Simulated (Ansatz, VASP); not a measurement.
**LaMg3 in VASP and in Ansatz**

Contents of INCAR:

```
ALGO = Normal
EDIFF = 1E-7
ENCUT = 520
ISIF = 2
ISMEAR = -1
LASPH = True
LCHARG = True
LELF = True
LREAL = False
LVHAR = True
LWAVE = False
NBANDS = 16
NELM = 80
PREC = Accurate
SIGMA = 0.1
```

KPOINTS

```
k-points
0
Gamma
  5 5 5
```

File POSCAR:

```
LaMg3
1.0
    4.8263130000      0.0000000000      0.0000000000
    0.0000000000      4.8263130000      0.0000000000
    0.0000000000      0.0000000000      4.8263130000
La Mg
1 3
Direct
    0.0000000000      0.0020719750      0.0000000000
    0.5000000000      0.5000000000      0.0000000000
    0.5000000000      0.0000000000      0.5000000000
    0.0000000000      0.5000000000      0.5000000000
```

Input for Ansatz:

```yaml
crystal:
  lattice:
    - [4.826313, 0.0, 0.0]
    - [0.0, 4.826313, 0.0]
    - [0.0, 0.0, 4.826313]
  atoms:
    - { symbol: La, position: [0.0, 0.0020719750252418357, 0.0] }
    - { symbol: Mg, position: [0.5, 0.5, 0.0] }
    - { symbol: Mg, position: [0.5, 0.0, 0.5] }
    - { symbol: Mg, position: [0.0, 0.5, 0.5] }
kpoints:
  mp_grid:
    grid: [5, 5, 5]
hamiltonian:
  xc: lda
scf:
  occupations:
    method: fermi_dirac
output:
  forces: true
```

Alike in both runs: task single point; functional LDA; k mesh 5 × 5 × 5; no spin polarisation.

|  | VASP | Ansatz |
| --- | --- | --- |
| version | VASP 6.6.1 | Ansatz 0.2.0 |
| potentials or method | VASP PAW LDA potentials, release 64 (La, Mg) | plane waves, PAW |
| plane-wave cutoff (eV) | 520 | 420 |
| occupations | fermi-dirac, width 0.1 eV | fermi-dirac |
| valence electrons in the cell | 17 | 41 |

```csv
,VASP,Ansatz,Ansatz less VASP
rms of the force components (eV/Å),0.015,0.015,-0.0001
```

LDA's correlation is that of Perdew and Zunger in VASP and of Perdew and Wang (1992) in Ansatz. Atom by atom the forces differ by 0.000 eV/Å (rms over components). VASP's potentials hold 17 valence electrons a cell and Ansatz's 41, so a difference there can come from the potentials and not from the codes.

Spin-orbit coupling is off throughout.
